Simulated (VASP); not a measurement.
A run of VASP 6.6.1 is set up as follows.

Contents of INCAR:

```
SYSTEM = ZnCd2N2
ALGO = Normal ; EDIFF = 1E-6
ENCUT = 520 ; GGA = PE
ISIF = 2 ; ISMEAR = -1
IVDW = 12 ; LASPH = .TRUE.
LCHARG = .TRUE. ; LELF = .TRUE.
LREAL = .FALSE. ; LVHAR = .TRUE.
LWAVE = .FALSE. ; NBANDS = 31
NELM = 100 ; PREC = Accurate
SIGMA = 0.05
```

The input KPOINTS:

```
k-points
0
G
  6 6 3
  0 0 0
```

The input POSCAR:

```
ZnCd2N2
1.0
    3.3430105579     -1.9380586282      0.0000000000
    3.3430105579      1.9380586282      0.0000000000
   -2.2360105170      0.0000000000      6.4203820007
Zn Cd N
1 2 2
Direct
    0.5000000000      0.5000000000      0.5000000000
    0.2750600000      0.2750600000      0.8274200000
    0.7249400000      0.7249400000      0.1725800000
    0.4051300000      0.4051300000      0.2156900000
    0.5948700000      0.5948700000      0.7843100000
```

Potentials or basis: VASP PAW PBE potentials, release 64 (Zn, Cd, N).

Launch:

```console
$ cat potpaw_PBE.64/Zn/POTCAR potpaw_PBE.64/Cd/POTCAR potpaw_PBE.64/N/POTCAR > POTCAR
$ mpirun -np 1 vasp_std > vasp.out
```

Estimate the pressure.

2.2 GPa.

Predict the largest force.

0.278 eV/Å.

Stress tensor (GPa, compression positive):
```
1.65 0.00 0.00
0.00 1.60 0.00
0.00 0.00 3.32
```
